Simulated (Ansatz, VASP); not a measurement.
**NbAsC: VASP beside Ansatz**

```xyz
6
Lattice="3.3408 0.0000 0.0000 0.0000 3.3408 0.0000 0.0000 0.0000 7.5018" Properties=species:S:1:pos:R:3 pbc="T T T"
C     0.0000    0.0000    0.0000
C     1.6704    1.6704    0.0000
As    1.6704    0.0000    4.5686
As    0.0000    1.6704    2.9332
Nb    1.6704    0.0000    1.9205
Nb    0.0000    1.6704    5.5814
```

Alike in both runs: task single point; functional r2SCAN; k mesh 10 × 10 × 5; no spin polarisation.

```csv
,VASP,Ansatz
version,VASP 6.6.1,Ansatz 0.2.0
potentials or method,"VASP PAW PBE potentials, release 64 (C, As, Nb_sv), cutoff 520 eV",PAW plane waves
occupations,"fermi-dirac, width 0.1 eV",fermi-dirac
valence electrons in the cell,44,64
```

```csv
,VASP,Ansatz,Ansatz less VASP
pressure (GPa),-4.5,-4.5,+0.03
"traceless stress, the component that is largest in VASP (GPa)",-8.59,-8.60,-0.011
rms of the force components (eV/Å),1.858,1.858,+0.0009
```

VASP's potentials were made for PBE, not for r2SCAN. Atom by atom the forces differ by 0.001 eV/Å (rms over components). VASP's potentials hold 44 valence electrons a cell and Ansatz's 64, so a difference there can come from the potentials and not from the codes.
